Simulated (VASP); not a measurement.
The system is KTaO3.

```
CELL_PARAMETERS angstrom
3.87043 0.00000 0.00000
0.00000 3.87043 0.00000
0.00000 0.00000 3.87043
ATOMIC_POSITIONS crystal
K 0.00000 0.00000 0.00000
Ta 0.50000 0.50000 0.50000
O 0.50000 0.50000 0.00000
O 0.50000 0.00000 0.50000
O 0.00000 0.50000 0.50000
```

This cell differs from its parent crystal: strain -3.0%.

Base run:

```yaml
Program: VASP 6.6.1
Functional: r2SCAN
Potentials_or_basis: VASP PAW PBE potentials, release 64 (K_sv, Ta_sv_GW, O)
Cutoff: 660 eV
k_mesh: 6 × 6 × 6
Occupations: gaussian, width 0.01 eV
Spin: no spin polarisation
```

Its results: band gap on the k mesh 2.84 eV, indirect (least direct gap 3.43 eV); pressure 23.8 GPa.

Task: The run is repeated on the same cell with these changes: potentials or basis from VASP PAW PBE potentials, release 64 (K_sv, Ta_sv_GW, O) to VASP PAW PBE potentials, release 64 (K_sv, Ta_pv, O); cutoff from 660 eV to 520 eV; further incar settings from ALGO = Normal; EDIFF = 1e-06; NBANDS = 28 to ALGO = Normal; EDIFF = 1e-06; NBANDS = 27; valence electrons from 40 to 38. What comes out?

Result: Band gap on the k mesh 2.82 eV, indirect (least direct gap 3.41 eV); pressure 24.9 GPa.

Caveats: the PAW data sets were made with another functional, which shifts forces and pressure a little; spin-orbit coupling is left out, which moves the levels of the heavy elements.

A k mesh can miss the band edges.
